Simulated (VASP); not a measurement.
Wanted: the native input for a VASP 6.6.1 run.

```yaml
Task: single point
Functional: PBE
Potentials_or_basis: VASP PAW PBE potentials, release 64 (As)
Cutoff: 520 eV
k_mesh: 3 × 3 × 3
Occupations: gaussian, width 0.1 eV
Spin: no spin polarisation
Dipole_correction: no
Further_INCAR_settings: ALGO = Normal; EDIFF = 1e-06; NBANDS = 42
```

The structure of As lies in POSCAR:

```
As
1.0
    3.4959859501      2.0184084294      5.9620619974
   -3.4959859501      2.0184084294      5.9620619974
    0.0000000000     -4.0368168587      5.9620619974
As
12
Direct
    0.0101900000      0.6536100000      0.0101900000
    0.0101900000      0.0101900000      0.6536100000
    0.6536100000      0.0101900000      0.0101900000
    0.9898100000      0.3463900000      0.9898100000
    0.3463900000      0.9898100000      0.9898100000
    0.9898100000      0.9898100000      0.3463900000
    0.2211800000      0.6306000000      0.2211800000
    0.2211800000      0.2211800000      0.6306000000
    0.6306000000      0.2211800000      0.2211800000
    0.7788200000      0.3694000000      0.7788200000
    0.3694000000      0.7788200000      0.7788200000
    0.7788200000      0.7788200000      0.3694000000
```

One way to write it, as run:

INCAR

```
PREC = Accurate ; ENCUT = 520
EDIFF = 1E-6 ; ISMEAR = 0
SIGMA = 0.1 ; LREAL = F
LASPH = T ; NELM = 60
ALGO = Normal ; ISIF = 2
LWAVE = F ; LCHARG = F
GGA = PE ; NBANDS = 42
```

KPOINTS

```
regular mesh
0
Gamma
  3 3 3
```

Potentials or basis: VASP PAW PBE potentials, release 64 (As).

Launch:

```sh
$ cat potpaw_PBE.64/As/POTCAR > POTCAR
$ mpirun -np 1 vasp_std > vasp.out
```

Results of the run:

The pressure is 23.8 GPa and the largest force is 2.335 eV/Å. The band gap on the k mesh is zero (bands 30 and 31 overlap by 0.80 eV).

Caveat: the k points lie up to 0.37 Å⁻¹ apart, too coarse for converged energies and pressures of a metal; forces of over 1 eV/Å act on the atoms, so gaps and moduli don't describe the material at rest.

Run time: 3.2 min on 1 thread of Intel Xeon 8259CL (shared host), peak memory 0.4 GiB.
